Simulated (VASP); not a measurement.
A run of VASP 6.6.1 is set up as follows.

Contents of INCAR:

```
SYSTEM = Hf8HO16
ALGO = Normal ; EDIFF = 1E-6
ENCUT = 520 ; GGA = PE
ISIF = 2 ; ISMEAR = 0
LASPH = .TRUE. ; LCHARG = .FALSE.
LREAL = Auto ; LWAVE = .FALSE.
NBANDS = 106 ; NELECT = 178.0
NELM = 100 ; PREC = Accurate
SIGMA = 0.01
```

KPOINTS

```
Automatic mesh
0
Gamma
  2 2 2
  0.5 0.5 0.5
```

POSCAR

```
Hf8HO16
1.0
    0.0000000000     -5.0692310538      5.1009634478
    0.0000000000     -5.0692310538     -5.1009634478
    5.2938029111      5.0692310538      0.0000000000
Hf O H
8 16 1
Direct
    0.5057211951      0.2526063791      0.0291505958
    0.0072992916      0.7468615928      0.0340381421
    0.9730593384      0.2247569207      0.4671672792
    0.4470676180      0.7238998448      0.4367549626
    0.5166407827      0.2794653275      0.5305645422
   -0.0012479478      0.7688843123      0.5267466403
    0.9859124232      0.2464109349      0.9670438121
    0.4893972573      0.7420354376      0.9621047809
    0.8348532557      0.4419083620      0.3742063144
    0.3294784084      0.9618228920      0.3700871381
    0.9789932723      0.0925899965      0.1350481922
    0.5437113808      0.5931755538      0.1554425086
    0.8666648494      0.3726295725      0.7196630768
    0.3772876849      0.8786822204      0.7230806944
    0.1502494186      0.1542597865      0.7726766003
    0.6503327737      0.6475139322      0.7723489444
    0.8692972056      0.8798041748      0.2728032306
    0.3588314688      0.3723308761      0.2656032151
    0.5804291307      0.0896553688      0.2259999392
    0.0575353912      0.5886457559      0.2449778677
    0.6522098620      0.2616007890      0.8564241078
    0.1540987948      0.7718755097      0.8600960843
    0.7802632071      0.9090577866      0.6326153409
    0.2930029807      0.4062047909      0.6395518840
    0.2228887078      0.5860250333      0.0708942238
```

Potentials or basis: VASP PAW PBE potentials, release 64 (Hf_pv, O, H).

Run with:

```bash
$ cat potpaw_PBE.64/Hf_pv/POTCAR potpaw_PBE.64/O/POTCAR potpaw_PBE.64/H/POTCAR > POTCAR
$ mpirun -np 1 vasp_std > vasp.out
```

What does it give for the largest force?

0.090 eV/Å.

Forces on the atoms (eV/Å):
```
Hf   0.053 -0.038 -0.030
Hf   0.054 -0.009 -0.016
Hf  -0.048 -0.005 -0.041
Hf  -0.031 -0.006 -0.046
Hf   0.064  0.010 -0.024
Hf  -0.014  0.007 -0.004
Hf  -0.039  0.012 -0.053
Hf  -0.048 -0.011 -0.005
O   -0.022 -0.007  0.030
O   -0.031 -0.006  0.044
O    0.020 -0.024 -0.018
O   -0.034  0.022 -0.019
O   -0.010  0.040  0.023
O    0.008  0.025  0.025
O    0.023  0.034  0.008
O    0.036  0.076  0.034
O    0.027 -0.033  0.009
O    0.014 -0.041  0.005
O   -0.036 -0.031  0.022
O    0.001 -0.029  0.011
O    0.000  0.006  0.009
O   -0.026  0.017  0.011
O    0.007 -0.015  0.032
O    0.016 -0.003  0.011
H    0.019  0.006 -0.017
```

Caveat: the k points lie up to 0.59 Å⁻¹ apart; the cell carries a net charge on a neutralising background, which shifts energy and pressure.
